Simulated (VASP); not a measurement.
Input of a VASP 6.6.1 run:

INCAR

```
SYSTEM = Ir
  PREC = Accurate
  ENCUT = 600
  EDIFF = 1E-6
  ISMEAR = 0
  SIGMA = 0.1
  LREAL = .FALSE.
  LASPH = .TRUE.
  NELM = 80
  ALGO = Normal
  ISIF = 3
  LWAVE = .FALSE.
  LCHARG = .FALSE.
  GGA = PE
  IBRION = 2
  NSW = 90
  EDIFFG = -0.04
```

File KPOINTS:

```
regular mesh
0
G
  8 8 8
  0 0 0
```

File POSCAR:

```
Ir
1.0
   -1.5788553348      1.5788553348      1.5788553348
    1.5788553348     -1.5788553348      1.5788553348
    1.5788553348      1.5788553348     -1.5788553348
Ir
1
Direct
    0.0000000000      0.0000000000      0.0000000000
```

Potentials or basis: VASP PAW PBE potentials, release 64 (Ir).

The run is started by

```bash
$ cat potpaw_PBE.64/Ir/POTCAR > POTCAR
$ mpirun -np 1 vasp_std > vasp.out
```

(1) Estimate the relaxed volume.

(2) Predict the space group after relaxing (to 0.05 Å).

Results:

(1) 15.09 Å³/atom.

(2) Im-3m (No. 229).
